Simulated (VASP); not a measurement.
**La3Hf: single point with PBE**

Crystal: La3Hf.

```
Hf La
1.0
     5.07854    0.00000    0.00000
     0.00000    5.07854    0.00000
     0.00000    0.00000    5.07854
Hf La
1 3
Direct
  0.00000 0.00000 0.00000
  0.50000 0.50000 0.00000
  0.50000 0.00000 0.50000
  0.00000 0.50000 0.50000
```

- Program: VASP 6.6.1
- Task: single point
- Functional: PBE
- Potentials or basis: VASP PAW PBE potentials, release 64 (Hf_pv, La)
- Cutoff: 520 eV
- k mesh: 5 × 5 × 5
- Occupations: fermi-dirac, width 0.05 eV
- Spin: no spin polarisation
- Dipole correction: no
- Further INCAR settings: ALGO = Normal; EDIFF = 1e-07; NBANDS = 30

```yaml
Pressure: -0.8 GPa
Band_gap_on_the_k_mesh: zero (an odd number of electrons rules out a gap without spin polarisation)
```

Levels at points of the mesh, in eV from the Fermi level:
| k point | band 19 | band 20 | band 21 | band 22 | band 23 | band 24 | band 25 | band 26 |
| --- | --- | --- | --- | --- | --- | --- | --- | --- |
| (0.00, 0.00, 0.00) | -2.04 | -1.57 | -1.57 | -1.57 | 1.38 | 1.38 | 1.38 | 1.67 |

Wall time 68 s on 1 thread of Intel(R) Xeon(R) Platinum 8259CL CPU @ 2.50GHz (Skylake/Cascade Lake) (shared host), peak memory 0.24 GiB.

Caveat: spin-orbit coupling is left out, which moves the levels of the heavy elements.
